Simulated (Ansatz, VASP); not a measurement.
**TlCl: VASP beside Ansatz**

```
Tl Cl
1.0
     3.79363    0.00000    0.00000
     0.00000    3.79363    0.00000
     0.00000    0.00000    3.79363
Tl Cl
1 1
Direct
  0.00000 0.00000 0.00000
  0.50000 0.50000 0.50000
```

Alike in both runs: task single point; functional HSE06; k mesh 4 × 4 × 4; no spin polarisation.

```csv
,VASP,Ansatz
version,VASP 6.6.1,Ansatz 0.2.0
potentials or method,"VASP PAW PBE potentials, release 64 (Tl_d, Cl)","plane waves, PAW"
plane-wave cutoff (eV),400,420
occupations,"gaussian, width 0.01 eV",fixed
valence electrons in the cell,20,20
```

VASP gave:

| Quantity | Value |
| --- | --- |
| gap on the k mesh at the Fermi level (eV) | 2.74 |
| pressure (GPa) | 1.9 |

Question: What did Ansatz give for the same quantities?

Answer: gap on the k mesh at the Fermi level (eV): 2.74; pressure (GPa): 2.0.

Ansatz's warnings: stress exchange threshold loose, stress scf threshold loose.

Neither program's run includes spin-orbit coupling.
